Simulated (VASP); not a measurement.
The system is HfC.

```xyz
2
Lattice="0.0000 2.3250 2.3250 2.3250 0.0000 2.3250 2.3250 2.3250 0.0000" Properties=species:S:1:pos:R:3 pbc="T T T"
Hf    2.3250    2.3250    2.3250
C     0.0000    0.0000    0.0000
```

- Program: VASP 6.6.1
- Task: relaxation of cell and atoms
- Functional: LDA
- Potentials or basis: VASP PAW LDA potentials, release 64 (Hf_pv, C)
- Cutoff: 600 eV
- k mesh: 10 × 10 × 10
- Occupations: fermi-dirac, width 0.05 eV
- Spin: no spin polarisation

At the start: pressure -11.7 GPa; volume 12.57 Å³/atom.

Q: How do energy, volume and symmetry change on relaxing?

A: Over 4 steps the energy falls by 22.4 meV/atom and the volume is 11.98 Å³/atom (-4.7 %); space group Fm-3m (No. 225, to 0.05 Å).

The path:
```csv
step,energy change (eV),largest force (eV/Å),pressure (GPa),volume (Å³)
1,0.0000,0.0000,-11.66,25.14
2,0.1157,0.0000,27.68,21.95
3,-0.0448,0.0000,-0.35,23.98
4,-0.0449,0.0000,-0.04,23.96
```

Final structure:
```xyz
2
Lattice="0.0000 2.2880 2.2880 2.2880 0.0000 2.2880 2.2880 2.2880 0.0000" Properties=species:S:1:pos:R:3 pbc="T T T"
Hf    2.2880    2.2880    2.2880
C     4.5761    2.2880    2.2880
```
